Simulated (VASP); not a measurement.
# AlN (F-43m) in VASP: a series of runs, part 2 of 2

VASP 6.6.1.

### 3 Vibrations by perturbation theory, PBEsol

This run uses another cell than the first one, of 10.15 Å³/atom.

INCAR

```
SYSTEM = AlN
ALGO     = Normal         ! electronic algorithm
EDIFF    = 1E-8           ! SCF threshold, eV
ENCUT    = 520            ! plane-wave cutoff, eV
GGA      = PS             ! functional
IBRION   = 8              ! ionic algorithm
ISIF     = 2              ! what is computed and relaxed
ISMEAR   = 0              ! smearing method
LASPH    = .TRUE.         ! aspherical terms in the spheres
LCHARG   = .FALSE.        ! write CHGCAR
LREAL    = .FALSE.        ! projectors in reciprocal space
LWAVE    = .FALSE.        ! write WAVECAR
NELM     = 100            ! most SCF steps
NSW      = 1              ! ionic steps
PREC     = Accurate       ! precision mode
SIGMA    = 0.01           ! smearing width, eV
```

KPOINTS

```
k-points
0
G
  10 10 10
  0 0 0
```

POSCAR

```
AlN
1.0
    2.1650432871      2.1650432871      0.0000000000
   -2.1650432871      2.1650432871      0.0000000000
    0.0000000000      2.1650432871      2.1650432871
Al N
1 1
Direct
    0.0000000000      0.0000000000      0.0000000000
    0.2500000000      0.7500000000      0.5000000000
```

Potentials or basis: VASP PAW PBE potentials, release 64 (Al, N).

Command:

```bash
$ cat potpaw_PBE.64/Al/POTCAR potpaw_PBE.64/N/POTCAR > POTCAR
$ mpirun -np 1 vasp_std > vasp.out
```

OUTCAR:

```text
SYSTEM = AlN
   EDIFF = 1E-8
   ENCUT = 520
   GGA = PS
   IBRION = 8
   ISIF = 2
   ISMEAR = 0
   LASPH = .TRUE.
   LREAL = .FALSE.
   NELM = 100
   NSW = 1
   PREC = Accurate

 ion  position               nearest neighbor table
   1  0.000  0.000  0.000-   2 1.87   2 1.87   2 1.87   2 1.87
   2  0.250  0.750  0.500-   1 1.87   1 1.87   1 1.87   1 1.87

  LATTYP: Found a face centered cubic cell.
 ALAT       =     4.3300865742

  Lattice vectors:

 A1 = (   0.0000000000,   2.1650432871,   2.1650432871)
 A2 = (   2.1650432871,   0.0000000000,   2.1650432871)
 A3 = (   2.1650432871,   2.1650432871,   0.0000000000)

Analysis of symmetry for initial positions (statically):
=====================================================================
 Subroutine PRICEL returns:
 Original cell was already a primitive cell.

 Routine SETGRP: Setting up the symmetry group for a
 face centered cubic supercell.

 Subroutine GETGRP returns: Found 24 space group operations
 (whereof 24 operations were pure point group operations)
 out of a pool of 48 trial point group operations.

The static configuration has the point symmetry T_d .

Analysis of symmetry for dynamics (positions and initial velocities):
=====================================================================
 Subroutine PRICEL returns:
 Original cell was already a primitive cell.

 Routine SETGRP: Setting up the symmetry group for a
 face centered cubic supercell.

 Subroutine GETGRP returns: Found 24 space group operations
 (whereof 24 operations were pure point group operations)
 out of a pool of 48 trial point group operations.

The dynamic configuration has the point symmetry T_d .

 Subroutine INISYM returns: Found 24 space group operations
 (whereof 24 operations are pure point group operations),
 and found     1 'primitive' translations

----------------------------------------------------------------------------------------

                                     Primitive cell

  volume of cell :      20.2969

  direct lattice vectors                    reciprocal lattice vectors
     2.165043287  2.165043287  0.000000000     0.230942265  0.230942265 -0.230942265
    -2.165043287  2.165043287  0.000000000    -0.230942265  0.230942265 -0.230942265
     0.000000000  2.165043287  2.165043287     0.000000000  0.000000000  0.461884529

  length of vectors
     3.061833580  3.061833580  3.061833580     0.400003736  0.400003736  0.461884529

  position of ions in fractional coordinates (direct lattice)
     0.000000000  0.000000000  0.000000000
     0.250000000  0.750000000  0.500000000

  ion indices of the primitive-cell ions
   primitive index   ion index
                 1           1
                 2           2

[... 129 lines left out ...]
  band No.  band energies     occupation
      1      -8.9849      2.00000
      2       6.1275      2.00000
      3       6.1275      2.00000
      4       6.1275      2.00000
      5      10.4926      0.00000
      6      18.8549      0.00000
      7      18.8549      0.00000
      8      18.8549      0.00000
[... 243 lines left out ...]
 k-point    24 :       0.4000    0.3000    0.0000
  band No.  band energies     occupation
      1      -6.2768      2.00000
      2       1.4553      2.00000
      3       2.7081      2.00000
      4       4.9153      2.00000
      5      11.8828      0.00000
      6      16.3643      0.00000
      7      19.0275      0.00000
      8      19.8088      0.00000

 [... further k-points ...]

------------------------ aborting loop because EDIFF is reached ----------------------------------------

  FORCE on cell =-STRESS in cart. coord.  units (eV):
  Direction    XX          YY          ZZ          XY          YZ          ZX
  --------------------------------------------------------------------------------------
  -------------------------------------------------------------------------------------
  Total        0.8915611      0.8915611      0.8915611     -0.0000000     -0.0000000     -0.0000000
  in kB       70.3771927     70.3771927     70.3771927     -0.0000000     -0.0000000     -0.0000000
  external PRESSURE =      70.3771927 kB  Pullay stress =       0.0000000 kB

 VOLUME and BASIS-vectors are now :
 -----------------------------------------------------------------------------
  energy-cutoff  :      520.00
  volume of cell :       20.30
      direct lattice vectors                 reciprocal lattice vectors
     2.165043287  2.165043287  0.000000000     0.230942265  0.230942265 -0.230942265
    -2.165043287  2.165043287  0.000000000    -0.230942265  0.230942265 -0.230942265
     0.000000000  2.165043287  2.165043287     0.000000000  0.000000000  0.461884529

 POSITION                                       TOTAL-FORCE (eV/Angst)
 -----------------------------------------------------------------------------------
      0.00000      0.00000      0.00000        -0.000000      0.000000      0.000000
     -1.08252      3.24756      1.08252         0.000000     -0.000000     -0.000000
 -----------------------------------------------------------------------------------
    total drift:                               -0.000000      0.000000      0.000000

  FREE ENERGIE OF THE ION-ELECTRON SYSTEM (eV)
  ---------------------------------------------------
  free  energy   TOTEN  =       -15.5965636839 eV

  energy  without entropy=      -15.5965636839  energy(sigma->0) =      -15.59656368

[... ionic steps 2 to 3 ...]

--------------------------------------- Ionic step        4  -------------------------------------------

------------------------ aborting loop because EDIFF is reached ----------------------------------------

[... ionic steps 5 to 6 ...]

--------------------------------------- Ionic step        7  -------------------------------------------

 Free energy of the ion-electron system (eV)
  ---------------------------------------------------
  ---------------------------------------------------
  free energy    TOTEN  =        -0.23794296 eV

  energy without entropy =       -0.23794296

------------------------ aborting loop because EDIFF is reached ----------------------------------------

 INTERNAL STRAIN TENSOR  FOR ION    2  DIRECTION 1   (eV/Angst):
 -----------------------------------------------------------------------------
     0.02592  0.00000 -0.00000
     0.00000 -0.01247-10.82858
     0.00000-10.82858 -0.01247

 INTERNAL STRAIN TENSOR FOR ION    2 for displacements in x,y,z  (eV/Angst):
          X           Y           Z          XY          YZ          ZX
  --------------------------------------------------------------------------------
  x     0.00000     0.00000     0.00000    -0.00000   -10.82858     0.00000
  y     0.00000     0.00000     0.00000     0.00000    -0.00000   -10.82858
  z     0.00000     0.00000     0.00000   -10.82858     0.00000     0.00000

 SECOND DERIVATIVES (NOT SYMMETRIZED)
 ------------------------------------
               1X          1Y          1Z          2X          2Y          2Z
  1X   -15.820591   -0.000000    0.000000   15.820591    0.000000   -0.000000
  1Y     0.000000  -15.820591   -0.000000   -0.000000   15.820591    0.000000
  1Z     0.000000   -0.000000  -15.820591   -0.000000    0.000000   15.820591
  2X    15.820071   -0.000000    0.000000  -15.820071    0.000000   -0.000000
  2Y     0.000000   15.820071   -0.000000   -0.000000  -15.820071    0.000000
  2Z     0.000000   -0.000000   15.820071   -0.000000    0.000000  -15.820071

 Eigenvectors and eigenvalues of the dynamical matrix
 ----------------------------------------------------

   1 f  =   20.480729 THz   128.684214 2PiTHz  683.163575 cm-1    84.701450 meV
             X         Y         Z           dx          dy          dz
      0.000000  0.000000  0.000000     0.000000   -0.000000   -0.584504
     -1.082522  3.247565  1.082522     0.000000    0.000000    0.811391
[... 21 lines left out ...]
   6 f/i=    0.000160 THz     0.001003 2PiTHz    0.005325 cm-1     0.000660 meV
             X         Y         Z           dx          dy          dz
      0.000000  0.000000  0.000000     0.345177   -0.499472   -0.538271
     -1.082522  3.247565  1.082522     0.248656   -0.359806   -0.387756

--------------------------------------------------------------------------------------------------------

 ELASTIC MODULI CONTR FROM IONIC RELAXATION (kBar)
 Direction    XX          YY          ZZ          XY          YZ          ZX
 --------------------------------------------------------------------------------
 XX          -0.0000      0.0000     -0.0000     -0.0000      0.0000      0.0000
 YY           0.0000     -0.0000     -0.0000     -0.0000      0.0000     -0.0000
 ZZ          -0.0000     -0.0000     -0.0000      0.0000      0.0000     -0.0000
 XY          -0.0000     -0.0000      0.0000   -556.7703      0.0000     -0.0000
 YZ           0.0000      0.0000      0.0000      0.0000   -556.7703     -0.0000
 ZX           0.0000     -0.0000     -0.0000     -0.0000     -0.0000   -556.7703
 --------------------------------------------------------------------------------
```

Run time: 49 s. Hardware: 1 thread of Intel Xeon 8259CL, shared host; peak memory 0.19 GiB.

Results:

```
Highest phonon frequency at Γ, LO-TO splitting left out : 683 cm⁻¹
```

Phonon frequencies in cm⁻¹ (negative: imaginary):
```
              q point        frequencies
(0.000, 0.000, 0.000)  0 0 0 683 683 683
```

Caveat: the cell stands under pressure or tension, which shifts response properties; the PAW data sets were made with another functional, which shifts forces and pressure a little.

### 4 Vibrations by perturbation theory, PBEsol

This run uses another cell than the first one, of 10.02 Å³/atom.

INCAR

```
SYSTEM = AlN
PREC = Accurate
ENCUT = 520
EDIFF = 1E-8
ISMEAR = 0
SIGMA = 0.01
LREAL = .FALSE.
LASPH = .TRUE.
NELM = 80
ALGO = Normal
ISIF = 2
LWAVE = .FALSE.
LCHARG = .TRUE.
GGA = PS
NBANDS = 11
IBRION = 8
NSW = 1
```

KPOINTS

```
regular mesh
0
G
  10 10 10
  0 0 0
```

POSCAR

```
AlN
1.0
    2.1557630854      2.1557630854      0.0000000000
   -2.1557630854      2.1557630854      0.0000000000
    0.0000000000      2.1557630854      2.1557630854
Al N
1 1
Direct
    0.0000000000      0.0000000000      0.0000000000
    0.2500000000      0.7500000000      0.5000000000
```

Potentials or basis: VASP PAW PBE potentials, release 64 (Al, N).

Command:

```bash
$ cat potpaw_PBE.64/Al/POTCAR potpaw_PBE.64/N/POTCAR > POTCAR
$ mpirun -np 1 vasp_std > vasp.out
```

OUTCAR:

```text
SYSTEM = AlN
   PREC = Accurate
   ENCUT = 520
   EDIFF = 1E-8
   ISMEAR = 0
   LREAL = .FALSE.
   LASPH = .TRUE.
   NELM = 80
   ISIF = 2
   GGA = PS
   IBRION = 8
   NSW = 1

 ion  position               nearest neighbor table
   1  0.000  0.000  0.000-   2 1.87   2 1.87   2 1.87   2 1.87
   2  0.250  0.750  0.500-   1 1.87   1 1.87   1 1.87   1 1.87

  LATTYP: Found a face centered cubic cell.
 ALAT       =     4.3115261708

  Lattice vectors:

 A1 = (   0.0000000000,   2.1557630854,   2.1557630854)
 A2 = (   2.1557630854,   0.0000000000,   2.1557630854)
 A3 = (   2.1557630854,   2.1557630854,   0.0000000000)

Analysis of symmetry for initial positions (statically):
=====================================================================
 Subroutine PRICEL returns:
 Original cell was already a primitive cell.

 Routine SETGRP: Setting up the symmetry group for a
 face centered cubic supercell.

 Subroutine GETGRP returns: Found 24 space group operations
 (whereof 24 operations were pure point group operations)
 out of a pool of 48 trial point group operations.

The static configuration has the point symmetry T_d .

Analysis of symmetry for dynamics (positions and initial velocities):
=====================================================================
 Subroutine PRICEL returns:
 Original cell was already a primitive cell.

 Routine SETGRP: Setting up the symmetry group for a
 face centered cubic supercell.

 Subroutine GETGRP returns: Found 24 space group operations
 (whereof 24 operations were pure point group operations)
 out of a pool of 48 trial point group operations.

The dynamic configuration has the point symmetry T_d .

 Subroutine INISYM returns: Found 24 space group operations
 (whereof 24 operations are pure point group operations),
 and found     1 'primitive' translations

----------------------------------------------------------------------------------------

                                     Primitive cell

  volume of cell :      20.0370

  direct lattice vectors                    reciprocal lattice vectors
     2.155763085  2.155763085  0.000000000     0.231936433  0.231936433 -0.231936433
    -2.155763085  2.155763085  0.000000000    -0.231936433  0.231936433 -0.231936433
     0.000000000  2.155763085  2.155763085     0.000000000  0.000000000  0.463872866

  length of vectors
     3.048709393  3.048709393  3.048709393     0.401725686  0.401725686  0.463872866

  position of ions in fractional coordinates (direct lattice)
     0.000000000  0.000000000  0.000000000
     0.250000000  0.750000000  0.500000000

  ion indices of the primitive-cell ions
   primitive index   ion index
                 1           1
[... 137 lines left out ...]
      6      19.1089      0.00000
      7      19.1089      0.00000
      8      19.1089      0.00000
      9      24.1529      0.00000
     10      24.1529      0.00000
     11      25.5844      0.00000
[... 309 lines left out ...]
 k-point    24 :       0.4000    0.3000    0.0000
  band No.  band energies     occupation
      1      -6.1786      2.00000
      2       1.5404      2.00000
      3       2.8035      2.00000
      4       5.0325      2.00000
      5      12.0390      0.00000
      6      16.5914      0.00000
      7      19.3173      0.00000
      8      20.0465      0.00000
      9      22.3901      0.00000
     10      25.8611      0.00000
     11      30.9220      0.00000

 [... further k-points ...]

------------------------ aborting loop because EDIFF is reached ----------------------------------------

  FORCE on cell =-STRESS in cart. coord.  units (eV):
  Direction    XX          YY          ZZ          XY          YZ          ZX
  --------------------------------------------------------------------------------------
  -------------------------------------------------------------------------------------
  Total        1.2584639      1.2584639      1.2584639      0.0000000      0.0000000      0.0000000
  in kB      100.6278654    100.6278654    100.6278654      0.0000000      0.0000000      0.0000000
  external PRESSURE =     100.6278654 kB  Pullay stress =       0.0000000 kB

 VOLUME and BASIS-vectors are now :
 -----------------------------------------------------------------------------
  energy-cutoff  :      520.00
  volume of cell :       20.04
      direct lattice vectors                 reciprocal lattice vectors
     2.155763085  2.155763085  0.000000000     0.231936433  0.231936433 -0.231936433
    -2.155763085  2.155763085  0.000000000    -0.231936433  0.231936433 -0.231936433
     0.000000000  2.155763085  2.155763085     0.000000000  0.000000000  0.463872866

 POSITION                                       TOTAL-FORCE (eV/Angst)
 -----------------------------------------------------------------------------------
      0.00000      0.00000      0.00000         0.000000     -0.000000      0.000000
     -1.07788      3.23364      1.07788        -0.000000      0.000000      0.000000
 -----------------------------------------------------------------------------------
    total drift:                               -0.000000     -0.000000      0.000000

  FREE ENERGIE OF THE ION-ELECTRON SYSTEM (eV)
  ---------------------------------------------------
  free  energy   TOTEN  =       -15.5825776290 eV

  energy  without entropy=      -15.5825776290  energy(sigma->0) =      -15.58257763

[... ionic steps 2 to 3 ...]

--------------------------------------- Ionic step        4  -------------------------------------------

------------------------ aborting loop because EDIFF is reached ----------------------------------------

[... ionic steps 5 to 6 ...]

--------------------------------------- Ionic step        7  -------------------------------------------

 Free energy of the ion-electron system (eV)
  ---------------------------------------------------
  ---------------------------------------------------
  free energy    TOTEN  =        -0.23828597 eV

  energy without entropy =       -0.23828597

------------------------ aborting loop because EDIFF is reached ----------------------------------------

 INTERNAL STRAIN TENSOR  FOR ION    2  DIRECTION 1   (eV/Angst):
 -----------------------------------------------------------------------------
     0.02613  0.00000  0.00000
     0.00000 -0.01257-11.58531
    -0.00000-11.58531 -0.01257

 INTERNAL STRAIN TENSOR FOR ION    2 for displacements in x,y,z  (eV/Angst):
          X           Y           Z          XY          YZ          ZX
  --------------------------------------------------------------------------------
  x     0.00000     0.00000     0.00000     0.00000   -11.58531     0.00000
  y     0.00000     0.00000     0.00000     0.00000     0.00000   -11.58531
  z     0.00000     0.00000     0.00000   -11.58531     0.00000    -0.00000

 SECOND DERIVATIVES (NOT SYMMETRIZED)
 ------------------------------------
               1X          1Y          1Z          2X          2Y          2Z
  1X   -16.412212   -0.000000    0.000000   16.412212    0.000000   -0.000000
  1Y     0.000000  -16.412212   -0.000000   -0.000000   16.412212    0.000000
  1Z     0.000000   -0.000000  -16.412212   -0.000000    0.000000   16.412212
  2X    16.410955    0.000000    0.000000  -16.410955    0.000000    0.000000
  2Y     0.000000   16.410955    0.000000    0.000000  -16.410955    0.000000
  2Z     0.000000    0.000000   16.410955    0.000000    0.000000  -16.410955

 Eigenvectors and eigenvalues of the dynamical matrix
 ----------------------------------------------------

   1 f  =   20.859859 THz   131.066357 2PiTHz  695.809983 cm-1    86.269404 meV
             X         Y         Z           dx          dy          dz
      0.000000  0.000000  0.000000     0.000000    0.584513   -0.000000
     -1.077882  3.233645  1.077882     0.000000   -0.811385    0.000000
[... 21 lines left out ...]
   6 f/i=    0.000379 THz     0.002382 2PiTHz    0.012643 cm-1     0.001568 meV
             X         Y         Z           dx          dy          dz
      0.000000  0.000000  0.000000     0.804407    0.106179    0.000000
     -1.077882  3.233645  1.077882     0.579486    0.076490    0.000000

--------------------------------------------------------------------------------------------------------

 ELASTIC MODULI CONTR FROM IONIC RELAXATION (kBar)
 Direction    XX          YY          ZZ          XY          YZ          ZX
 --------------------------------------------------------------------------------
 XX          -0.0000      0.0000      0.0000     -0.0000      0.0000     -0.0000
 YY           0.0000     -0.0000      0.0000     -0.0000     -0.0000      0.0000
 ZZ           0.0000      0.0000     -0.0000      0.0000     -0.0000     -0.0000
 XY          -0.0000     -0.0000      0.0000   -623.8566      0.0000     -0.0000
 YZ           0.0000     -0.0000     -0.0000      0.0000   -623.8566      0.0000
 ZX          -0.0000      0.0000     -0.0000     -0.0000      0.0000   -623.8566
 --------------------------------------------------------------------------------
```

It took 61 s on 1 thread of Intel Xeon 8259CL, shared host; peak memory 0.21 GiB.

What came out:

```yaml
Highest_phonon_frequency_at_Γ_LO-TO_splitting_left_out: 696 cm⁻¹
```

Phonon frequencies in cm⁻¹ (negative: imaginary):
| q point | frequencies |
| --- | --- |
| (0.000, 0.000, 0.000) | 0 0 0 696 696 696 |

Caveat: the cell stands under pressure or tension, which shifts response properties; the PAW data sets were made with another functional, which shifts forces and pressure a little.
